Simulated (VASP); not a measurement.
Input of a VASP 6.6.1 run:

File INCAR:

```
  ALGO = Fast
  EDIFF = 1E-7
  ENCUT = 520
  GGA = PE
  ISIF = 2
  ISMEAR = 0
  LASPH = T
  LCHARG = F
  LREAL = Auto
  LWAVE = F
  NBANDS = 122
  NELM = 60
  PREC = Accurate
  SIGMA = 0.1
```

KPOINTS

```
k-points
0
Gamma
  2 2 2
```

File POSCAR:

```
Na
1.0
   -6.5024311600      6.5024311600      6.5024311600
    6.5024311600     -6.5024311600      6.5024311600
    6.5024311600      6.5024311600     -6.5024311600
Na
29
Direct
    0.0000000000      0.0000000000      0.0000000000
    0.6357198200      0.0000000000      0.0000000000
    0.3745679700      0.1898184200      0.0000000000
    0.1898184200      0.3745679700      0.0000000000
    0.6822743800      0.4056827400      0.0000000000
    0.0000000000      0.6357198200      0.0000000000
    0.4056827400      0.6822743800      0.0000000000
    0.8101815800      0.8101815800      0.1847495500
    0.3745679700      0.0000000000      0.1898184200
    0.0000000000      0.3745679700      0.1898184200
    0.5943172600      0.5943172600      0.2765916400
    0.7234083600      0.3177256200      0.3177256200
    0.3177256200      0.7234083600      0.3177256200
    0.3642801800      0.3642801800      0.3642801800
    0.1898184200      0.0000000000      0.3745679700
    0.0000000000      0.1898184200      0.3745679700
    0.6822743800      0.0000000000      0.4056827400
    0.0000000000      0.6822743800      0.4056827400
    0.5943172600      0.2765916400      0.5943172600
    0.2765916400      0.5943172600      0.5943172600
    0.8152504500      0.6254320300      0.6254320300
    0.6254320300      0.8152504500      0.6254320300
    0.0000000000      0.0000000000      0.6357198200
    0.4056827400      0.0000000000      0.6822743800
    0.0000000000      0.4056827400      0.6822743800
    0.3177256200      0.3177256200      0.7234083600
    0.8101815800      0.1847495500      0.8101815800
    0.1847495500      0.8101815800      0.8101815800
    0.6254320300      0.6254320300      0.8152504500
```

Potentials or basis: VASP PAW PBE potentials, release 64 (Na_pv).

Command:

```console
$ cat potpaw_PBE.64/Na_pv/POTCAR > POTCAR
$ mpirun -np 1 vasp_std > vasp.out
```

What does it give for the largest force?

0.008 eV/Å.

What does it give for the pressure?

0.0 GPa.

What does it give for the band gap on the k mesh?

Zero (an odd number of electrons rules out a gap without spin polarisation).

Forces in eV/Å, atoms in the order of the input:
```
Na   0.000  0.000  0.000
Na  -0.005  0.005  0.005
Na  -0.003  0.003  0.001
Na   0.003 -0.003  0.001
Na  -0.005  0.005  0.001
Na   0.005 -0.005  0.005
Na   0.005 -0.005  0.001
Na   0.003  0.003 -0.001
Na  -0.003  0.001  0.003
Na   0.001 -0.003  0.003
Na   0.005  0.005 -0.001
Na  -0.001 -0.005 -0.005
Na  -0.005 -0.001 -0.005
Na  -0.005 -0.005 -0.005
Na   0.003  0.001 -0.003
Na   0.001  0.003 -0.003
Na  -0.005  0.001  0.005
Na   0.001 -0.005  0.005
Na   0.005 -0.001  0.005
Na  -0.001  0.005  0.005
Na  -0.001 -0.003 -0.003
Na  -0.003 -0.001 -0.003
Na   0.005  0.005 -0.005
Na   0.005  0.001 -0.005
Na   0.001  0.005 -0.005
Na  -0.005 -0.005 -0.001
Na   0.003 -0.001  0.003
Na  -0.001  0.003  0.003
Na  -0.003 -0.003 -0.001
```
